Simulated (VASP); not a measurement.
# TiMoSe4 (P-6m2) in VASP: a series of runs, part 2 of 2

VASP 6.6.1.

**4. Single point, PBE, collinear spin, ferromagnetic start**

This run uses another cell than the first one, of 24.12 Å³/atom, 1.202 times its volume.

Input file INCAR:

```
PREC = Accurate ; ENCUT = 520
EDIFF = 1E-6 ; ISMEAR = 0
SIGMA = 0.15 ; LREAL = False
LASPH = True ; NELM = 150
ALGO = Normal ; ISIF = 2
LWAVE = False ; LCHARG = False
ISPIN = 2 ; MAGMOM = 1 1 0 0 0 0
LORBIT = 11 ; LMAXMIX = 4
GGA = PE ; NBANDS = 38
```

Input file KPOINTS:

```
Automatic mesh
0
Gamma
  4 4 1
```

Input file POSCAR:

```
TiMoSe4
1.0
    3.4110712490      0.0000000029      0.0000000000
   -1.7055356270      2.9540743543      0.0000000000
    0.0000000000      0.0000000000     14.3619557362
Ti Mo Se
1 1 4
Direct
    0.6666666667      0.3333333333      0.5000000000
    0.6666666667      0.3333333333      0.0000000000
    0.3333333333      0.6666666667      0.6133775183
    0.0000000000      0.0000000000      0.8859246232
    0.0000000000      0.0000000000      0.1140753768
    0.3333333333      0.6666666667      0.3866224817
```

On the command line:

```sh
cat potpaw_PBE.64/Ti_sv/POTCAR potpaw_PBE.64/Mo_sv/POTCAR potpaw_PBE.64/Se/POTCAR > POTCAR
mpirun -np 1 vasp_std > vasp.out
```

It took 54 s on 1 thread of AMD EPYC 9R45 (Zen 5), shared host; peak memory 0.32 GiB.

Results (log left out):

| Quantity | Value |
| --- | --- |
| Free energy | -37.7624 eV |
| Pressure | 0.2 GPa |
| Largest force | 0.060 eV/Å |
| Band gap on the k mesh | 0.27 eV, indirect (least direct gap 0.74 eV) |
| Net moment | 0.00 μB per cell |
| Valence electrons inside the program's atomic spheres | Ti 10.22; Mo 12.31; Se 3.88, 3.84 |

Forces in eV/Å, atoms in the order of the input:
```
Ti   0.000  0.000  0.000
Mo   0.000  0.000  0.000
Se   0.000  0.000  0.060
Se   0.000  0.000 -0.011
Se   0.000  0.000  0.011
Se   0.000  0.000 -0.060
```

Stress tensor (GPa, compression positive):
```
0.13 0.00 0.00
0.00 0.13 0.00
0.00 0.00 0.47
```

Levels at points of the mesh, in eV from the valence-band top:
Spin up:
| k point | band 21 | band 22 | band 23 | band 24 | band 25 | band 26 | band 27 | band 28 | band 29 | band 30 |
| --- | --- | --- | --- | --- | --- | --- | --- | --- | --- | --- |
| (0.00, 0.00, 0.00) | -1.04 | -0.65 | -0.17 | -0.17 | 0.00 | 1.19 | 2.62 | 2.62 | 2.90 | 2.90 |
| (0.50, 0.00, 0.00) | -1.61 | -0.90 | -0.84 | -0.61 | -0.47 | 0.27 | 1.61 | 2.04 | 2.21 | 2.56 |
Spin down:
| k point | band 21 | band 22 | band 23 | band 24 | band 25 | band 26 | band 27 | band 28 | band 29 | band 30 |
| --- | --- | --- | --- | --- | --- | --- | --- | --- | --- | --- |
| (0.00, 0.00, 0.00) | -1.04 | -0.65 | -0.17 | -0.17 | 0.00 | 1.19 | 2.62 | 2.62 | 2.90 | 2.90 |
| (0.50, 0.00, 0.00) | -1.61 | -0.90 | -0.84 | -0.61 | -0.47 | 0.27 | 1.61 | 2.04 | 2.21 | 2.56 |

Caveat: the k points lie up to 0.53 Å⁻¹ apart; this functional lacks dispersion, which binds the layers, so the pressure and a relaxed spacing across them are unreliable. A k mesh can miss the band edges.

**5. Single point, PBE, collinear spin, ferromagnetic start**

This run uses another cell than the first one, of 24.08 Å³/atom, 1.200 times its volume.

Input file INCAR:

```
SYSTEM = TiMoSe4
PREC = Accurate
ENCUT = 520
EDIFF = 1E-6
ISMEAR = 0
SIGMA = 0.15
LREAL = .FALSE.
LASPH = .TRUE.
NELM = 150
ALGO = Normal
ISIF = 2
LWAVE = .FALSE.
LCHARG = .FALSE.
ISPIN = 2
MAGMOM = 1 1 0 0 0 0
LORBIT = 11
LMAXMIX = 4
GGA = PE
NBANDS = 38
```

Input file KPOINTS:

```
regular mesh
0
G
  4 4 1
  0 0 0
```

Input file POSCAR:

```
TiMoSe4
1.0
    3.4093668315      0.0000000000      0.0000000000
   -1.7046834158      2.9525982869      0.0000000000
    0.0000000000      0.0000000000     14.3516587681
Ti Mo Se
1 1 4
Direct
    0.0000000000      0.0000000000      0.5000000000
    0.6666666667      0.3333333333      0.0000000000
    0.6666666667      0.3333333333      0.6135864382
    0.0000000000      0.0000000000      0.8858126395
    0.0000000000      0.0000000000      0.1141873605
    0.6666666667      0.3333333333      0.3864135618
```

On the command line:

```sh
cat potpaw_PBE.64/Ti_sv/POTCAR potpaw_PBE.64/Mo_sv/POTCAR potpaw_PBE.64/Se/POTCAR > POTCAR
mpirun -np 1 vasp_std > vasp.out
```

It took 54 s on 1 thread of AMD EPYC 9R45 (Zen 5), shared host; peak memory 0.32 GiB.

It converged, with:

| Property | Result |
| --- | --- |
| Free energy | -37.7651 eV |
| Pressure | 0.3 GPa |
| Largest force | 0.041 eV/Å |
| Band gap on the k mesh | 0.26 eV, indirect (least direct gap 0.73 eV) |
| Net moment | 0.00 μB per cell |
| Valence electrons inside the program's atomic spheres | Ti 10.22; Mo 12.31; Se 3.88, 3.84 |

Forces on the atoms (eV/Å):
```
Ti   0.000  0.000  0.000
Mo   0.000  0.000  0.000
Se   0.000  0.000  0.041
Se   0.000  0.000 -0.010
Se   0.000  0.000  0.010
Se   0.000  0.000 -0.041
```

Stress tensor (GPa, compression positive):
```
0.20 0.00 0.00
0.00 0.20 0.00
0.00 0.00 0.36
```

Levels at points of the mesh, in eV from the valence-band top:
Spin up:
| k point | band 23 | band 24 | band 25 | band 26 | band 27 | band 28 |
| --- | --- | --- | --- | --- | --- | --- |
| (0.00, 0.00, 0.00) | -0.17 | -0.17 | 0.00 | 1.18 | 2.63 | 2.63 |
| (0.50, 0.00, 0.00) | -0.89 | -0.61 | -0.47 | 0.26 | 1.62 | 2.05 |
Spin down:
| k point | band 22 | band 23 | band 24 | band 25 | band 26 | band 27 | band 28 | band 29 |
| --- | --- | --- | --- | --- | --- | --- | --- | --- |
| (0.00, 0.00, 0.00) | -0.65 | -0.17 | -0.17 | 0.00 | 1.18 | 2.63 | 2.63 | 2.90 |
| (0.50, 0.00, 0.00) | -0.92 | -0.89 | -0.61 | -0.47 | 0.26 | 1.62 | 2.05 | 2.22 |

Caveat: the k points lie up to 0.53 Å⁻¹ apart; this functional lacks dispersion, which binds the layers, so the pressure and a relaxed spacing across them are unreliable. A k mesh can miss the band edges.

**6. The runs side by side**

| cell | k mesh | gap on the mesh (eV) | pressure (GPa) | moment (μB) | largest force (eV/Å) |
| --- | --- | --- | --- | --- | --- |
| a = 5.375, b = 5.375, c = 4.810 Å, angles 90.0, 90.0, 120.0°, 6 atoms | 2 × 2 × 3 | none | -1.0 | 0.00 | 0.02 |
| a = 3.412, b = 3.412, c = 13.916 Å, angles 90.0, 90.0, 120.0°, 6 atoms | 4 × 4 × 1 | 0.25 | 0.2 | 0.00 | 0.01 |
| a = 3.411, b = 3.411, c = 14.362 Å, angles 90.0, 90.0, 120.0°, 6 atoms | 4 × 4 × 1 | 0.27 | 0.2 | 0.00 | 0.06 |
| a = 3.409, b = 3.409, c = 14.352 Å, angles 90.0, 90.0, 120.0°, 6 atoms | 4 × 4 × 1 | 0.26 | 0.3 | 0.00 | 0.04 |

Alike in all rows: task single point; level PBE; potentials or basis VASP PAW PBE potentials, release 64 (Ti_sv, Mo_sv, Se); spin collinear, ferromagnetic start; cutoff (eV) 520; smearing gaussian 0.15 eV.

Caveats: all runs use coarse meshes; this functional lacks dispersion, which binds the layers, so the pressure and a relaxed spacing across them are unreliable (some runs).

Total energies depend on the potentials used, so only differences within one code and one set of settings carry meaning.
